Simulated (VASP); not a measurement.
# SiNi (P2_13) in VASP: notebook, part 2 of 2

VASP 6.6.1. The steps go on from the part before.

### Step 4. Relaxation of cell and atoms, revPBE, collinear spin, ferromagnetic start

INCAR reads:

```
SYSTEM = SiNi
PREC = Accurate ; ENCUT = 600
EDIFF = 1E-6 ; ISMEAR = -1
SIGMA = 0.05 ; LREAL = .False.
LASPH = .True. ; NELM = 150
ALGO = Normal ; ISIF = 3
LWAVE = .False. ; LCHARG = .False.
ISPIN = 2 ; MAGMOM = 1 1 1 1 0 0 0 0
LORBIT = 11 ; LMAXMIX = 4
GGA = RE ; IBRION = 2
NSW = 60 ; EDIFFG = -0.01
```

KPOINTS reads:

```
Automatic mesh
0
Gamma
  6 6 6
  0 0 0
```

POSCAR reads:

```
SiNi
1.0
    4.5036940000      0.0000000000      0.0000000000
    0.0000000000      4.5036940000      0.0000000000
    0.0000000000      0.0000000000      4.5036940000
Ni Si
4 4
Direct
    0.1495040000      0.1495040000      0.1495040000
    0.6495040000      0.3504960000      0.8504960000
    0.8504960000      0.6495040000      0.3504960000
    0.3504960000      0.8504960000      0.6495040000
    0.8468300000      0.8468300000      0.8468300000
    0.3468300000      0.6531700000      0.1531700000
    0.1531700000      0.3468300000      0.6531700000
    0.6531700000      0.1531700000      0.3468300000
```

Potentials or basis: VASP PAW PBE potentials, release 64 (Ni, Si).

Run with:

```console
$ cat potpaw_PBE.64/Ni/POTCAR potpaw_PBE.64/Si/POTCAR > POTCAR
$ mpirun -np 1 vasp_std > vasp.out
```

OUTCAR:

```text
SYSTEM = SiNi
   PREC = Accurate
   ENCUT = 600
   EDIFF = 1E-6
   ISMEAR = -1
   LREAL = .False.
   LASPH = .True.
   NELM = 150
   ISIF = 3
   ISPIN = 2
   LORBIT = 11
   GGA = RE
   IBRION = 2
   NSW = 60
   EDIFFG = -0.01

 ion  position               nearest neighbor table
   1  0.150  0.150  0.150-   5 2.36   6 2.41   7 2.41   8 2.41   6 2.44   7 2.44   8 2.44   2 2.78
                             4 2.78   4 2.78   2 2.78   3 2.78   3 2.78
   2  0.650  0.350  0.850-   6 2.36   5 2.41   7 2.41   8 2.41   7 2.44   8 2.44   5 2.44   3 2.78
                             1 2.78   3 2.78   1 2.78   4 2.78   4 2.78
   3  0.850  0.650  0.350-   7 2.36   6 2.41   5 2.41   8 2.41   8 2.44   5 2.44   6 2.44   2 2.78
                             2 2.78   4 2.78   4 2.78   1 2.78   1 2.78
   4  0.350  0.850  0.650-   8 2.36   6 2.41   7 2.41   5 2.41   6 2.44   7 2.44   5 2.44   1 2.78
                             1 2.78   3 2.78   3 2.78   2 2.78   2 2.78
   5  0.847  0.847  0.847-   1 2.36   2 2.41   3 2.41   4 2.41   2 2.44   3 2.44   4 2.44   6 2.78
                             7 2.78   8 2.78   8 2.78   7 2.78   6 2.78
   6  0.347  0.653  0.153-   2 2.36   1 2.41   3 2.41   4 2.41   3 2.44   4 2.44   1 2.44   8 2.78
                             5 2.78   7 2.78   7 2.78   8 2.78   5 2.78
   7  0.153  0.347  0.653-   3 2.36   2 2.41   1 2.41   4 2.41   4 2.44   1 2.44   2 2.44   8 2.78
                             5 2.78   6 2.78   5 2.78   6 2.78   8 2.78
   8  0.653  0.153  0.347-   4 2.36   2 2.41   3 2.41   1 2.41   2 2.44   3 2.44   1 2.44   7 2.78
                             5 2.78   5 2.78   6 2.78   6 2.78   7 2.78

  LATTYP: Found a simple cubic cell.
 ALAT       =     4.5036940000

  Lattice vectors:

 A1 = (   4.5036940000,   0.0000000000,   0.0000000000)
 A2 = (   0.0000000000,   4.5036940000,   0.0000000000)
 A3 = (   0.0000000000,   0.0000000000,   4.5036940000)

[... 434 lines left out ...]
 E-fermi :  11.5989     XC(G=0): -12.4063

 val. band max:       11.5180182025   @ k =   0.3333   0.1667   0.0000
 cond. band min:      11.6141268223   @ k =   0.3333   0.0000   0.0000
 fundamental gap:      0.0961086197
 Fermi energy:        11.5988702457

 spin component 1

 k-point     1 :       0.0000    0.0000    0.0000
  band No.  band energies     occupation
      1      -2.3266      1.00000
      2       2.9916      1.00000
      3       2.9916      1.00000
      4       2.9916      1.00000
      5       5.5233      1.00000
      6       5.5233      1.00000
[... 901 lines left out ...]
     34      16.0759      0.00000
     35      16.0759      0.00000
 Fermi energy:        11.5988702457

 spin component 2

 k-point     1 :       0.0000    0.0000    0.0000
  band No.  band energies     occupation
      1      -2.3266      1.00000
      2       2.9916      1.00000
      3       2.9916      1.00000
      4       2.9916      1.00000
      5       5.5233      1.00000
      6       5.5233      1.00000
[... 936 lines left out ...]
  FREE ENERGIE OF THE ION-ELECTRON SYSTEM (eV)
  ---------------------------------------------------
  free  energy   TOTEN  =       -44.1832883249 eV

  energy  without entropy=      -44.1591135799  energy(sigma->0) =      -44.17120095

 reached required accuracy - stopping structural energy minimisation

 total charge

# of ion       s       p       d       tot
------------------------------------------
    1        0.442   0.577   8.472   9.491
    2        0.442   0.577   8.472   9.491
    3        0.442   0.577   8.472   9.491
    4        0.442   0.577   8.472   9.491
    5        0.741   0.831   0.000   1.572
    6        0.741   0.831   0.000   1.572
    7        0.741   0.831   0.000   1.572
    8        0.741   0.831   0.000   1.572
--------------------------------------------------
tot          4.731   5.631  33.890  44.251

 magnetization (x)

# of ion       s       p       d       tot
------------------------------------------
    1       -0.000  -0.000  -0.000  -0.000
    2       -0.000  -0.000  -0.000  -0.000
    3       -0.000  -0.000  -0.000  -0.000
    4       -0.000  -0.000  -0.000  -0.000
    5       -0.000  -0.000   0.000  -0.000
    6       -0.000  -0.000   0.000  -0.000
    7       -0.000  -0.000   0.000  -0.000
    8       -0.000  -0.000   0.000  -0.000
--------------------------------------------------
tot         -0.000  -0.000  -0.000  -0.000
```

OSZICAR:

```text
N       E                     dE             d eps       ncg     rms          rms(c)
DAV:   1     0.391681903396E+03    0.39168E+03   -0.27005E+04  3360   0.213E+03
DAV:   2    -0.164860026421E+02   -0.40817E+03   -0.39686E+03  3360   0.414E+02
DAV:   3    -0.480163696324E+02   -0.31530E+02   -0.30426E+02  3624   0.137E+02
[... 55 lines left out ...]
DAV:   1    -0.441831138661E+02   -0.18799E-03   -0.36298E-01  3378   0.312E+00    0.661E-02
DAV:   2    -0.441833105592E+02   -0.19669E-03   -0.24471E-03  3834   0.462E-01    0.439E-02
DAV:   3    -0.441832987931E+02    0.11766E-04   -0.78039E-05  4044   0.866E-02    0.288E-02
DAV:   4    -0.441832958249E+02    0.29682E-05   -0.64116E-05  4553   0.108E-01    0.234E-02
DAV:   5    -0.441832884667E+02    0.73581E-05   -0.24520E-05  3964   0.732E-02    0.348E-03
DAV:   6    -0.441832883249E+02    0.14182E-06   -0.14794E-06  1874   0.112E-02
   6 F= -.44183288E+02 E0= -.44171201E+02  d E =-.589183E-03  mag=    -0.0000
```

Wall time 10 min (1 thread of Oxide Virtual Turin-like, shared host); peak memory 0.29 GiB.

What came out:

```yaml
Free_energy: -44.1833 eV
Relaxed_volume: 11.69 Å³/atom
Relaxed_cell: a = 4.539 Å, b = 4.539 Å, c = 4.539 Å, α = 90.00°, β = 90.00°, γ = 90.00°
Space_group_after_relaxing_to_0.1_Å: P2_13 (No. 198)
Energy_gained_by_relaxing: 3.6 meV/atom
Ionic_steps: 6
Pressure_after_relaxing: 0.1 GPa
Largest_force_after_relaxing: 0.010 eV/Å
Band_gap_on_the_k_mesh: zero (filled and empty bands overlap)
Net_moment: 0.00 μB per cell
Valence_electrons_inside_the_program's_atomic_spheres: Ni 9.49; Si 1.57
```

Forces on the atoms (eV/Å):
```
Ni  -0.006 -0.006 -0.006
Ni  -0.006  0.006  0.006
Ni   0.006 -0.006  0.006
Ni   0.006  0.006 -0.006
Si   0.004  0.004  0.004
Si   0.004 -0.004 -0.004
Si  -0.004  0.004 -0.004
Si  -0.004 -0.004  0.004
```

The path:
```tsv
step	energy change (eV)	largest force (eV/Å)	pressure (GPa)	volume (Å³)
1	0.0000	0.0240	4.20	91.35
2	-0.0090	0.0431	-3.22	95.37
3	-0.0280	0.0348	-0.06	93.52
4	-0.0280	0.0345	0.01	93.48
5	-0.0282	0.0285	0.04	93.48
6	-0.0286	0.0099	0.11	93.49
```

Final structure:
```cif
data_structure
_symmetry_space_group_name_H-M 'P 1'
_symmetry_Int_Tables_number 1
_cell_length_a 4.5386
_cell_length_b 4.5386
_cell_length_c 4.5386
_cell_angle_alpha 90.000
_cell_angle_beta 90.000
_cell_angle_gamma 90.000
_cell_volume 93.49
loop_
_atom_site_label
_atom_site_type_symbol
_atom_site_fract_x
_atom_site_fract_y
_atom_site_fract_z
_atom_site_occupancy
Ni1 Ni 0.14866 0.14866 0.14866 1
Ni2 Ni 0.64866 0.35134 0.85134 1
Ni3 Ni 0.85134 0.64866 0.35134 1
Ni4 Ni 0.35134 0.85134 0.64866 1
Si1 Si 0.84646 0.84646 0.84646 1
Si2 Si 0.34646 0.65354 0.15354 1
Si3 Si 0.15354 0.34646 0.65354 1
Si4 Si 0.65354 0.15354 0.34646 1
```

Caveat: the PAW data sets were made with another functional, which shifts forces and pressure a little.

### Step 5. Overview

```tsv
level	potentials or basis	gap on the mesh (eV)	pressure (GPa)	moment (μB)	relaxed volume (Å³/atom)	largest force (eV/Å)
LDA	VASP PAW LDA potentials, release 64 (Ni, Si)	none	0.0	0.00	10.88	0.01
PBEsol	VASP PAW PBE potentials, release 64 (Ni, Si)	none	0.1	0.00	11.15	0.01
revPBE	VASP PAW PBE potentials, release 64 (Ni, Si)	none	0.1	0.00	11.69	0.01
```

Alike in all rows: task relaxation of cell and atoms; spin collinear, ferromagnetic start; cell relaxed; k mesh 6 × 6 × 6; cutoff (eV) 600; smearing fermi-dirac 0.05 eV.

Caveats: the PAW data sets were made with another functional, which shifts forces and pressure a little (at least some runs).

Absolute energies hang on the potentials; compare differences alone.
